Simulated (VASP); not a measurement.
Wanted: the native input for a VASP 6.6.1 run.

| Quantity | Value |
| --- | --- |
| Task | single point |
| Functional | LDA |
| Potentials or basis | VASP PAW LDA potentials, release 64 (Mn_pv, Ni) |
| Cutoff | 520 eV |
| k mesh | 12 × 12 × 12 |
| Occupations | gaussian, width 0.05 eV |
| Spin | collinear spin, ferrimagnetic start |
| Starting moments | [3.5, -0.8, -0.8, -0.8] μB |
| Dipole correction | no |
| Further INCAR settings | ALGO = Fast; EDIFF = 1e-06; NBANDS = 34 |

The structure of MnNi3 lies in POSCAR:

```
MnNi3
1.0
    3.4563036984      0.0000000000      0.0000000000
    0.0000000000      3.4563036984      0.0000000000
    0.0000000000      0.0000000000      3.4563036984
Mn Ni
1 3
Direct
    0.0000000000      0.0000000000      0.0000000000
    0.0000000000      0.5000000000      0.5000000000
    0.5000000000      0.0000000000      0.5000000000
    0.5000000000      0.5000000000      0.0000000000
```

One way to write it, as run:

INCAR

```
  PREC = Accurate
  ENCUT = 520
  EDIFF = 1E-6
  ISMEAR = 0
  SIGMA = 0.05
  LREAL = False
  LASPH = True
  NELM = 150
  ALGO = Fast
  ISIF = 2
  LWAVE = False
  LCHARG = False
  ISPIN = 2
  MAGMOM = 3.5 -0.8 -0.8 -0.8
  LORBIT = 11
  LMAXMIX = 4
  GGA = CA
  NBANDS = 34
```

KPOINTS

```
regular mesh
0
Gamma
  12 12 12
```

Potentials or basis: VASP PAW LDA potentials, release 64 (Mn_pv, Ni).

Run with:

```console
$ cat potpaw_LDA.64/Mn_pv/POTCAR potpaw_LDA.64/Ni/POTCAR > POTCAR
$ mpirun -np 1 vasp_std > vasp.out
```

It gave:

- Pressure: -0.5 GPa
- Net moment: 3.91 μB per cell
- Site moments: Mn +2.71; Ni +0.38 μB
- Valence electrons inside the program's atomic spheres: Mn 11.83; Ni 9.51

Run time: 3 min on 1 thread of Oxide Virtual Turin-like Processor, on a shared host, peak memory 0.24 GiB.
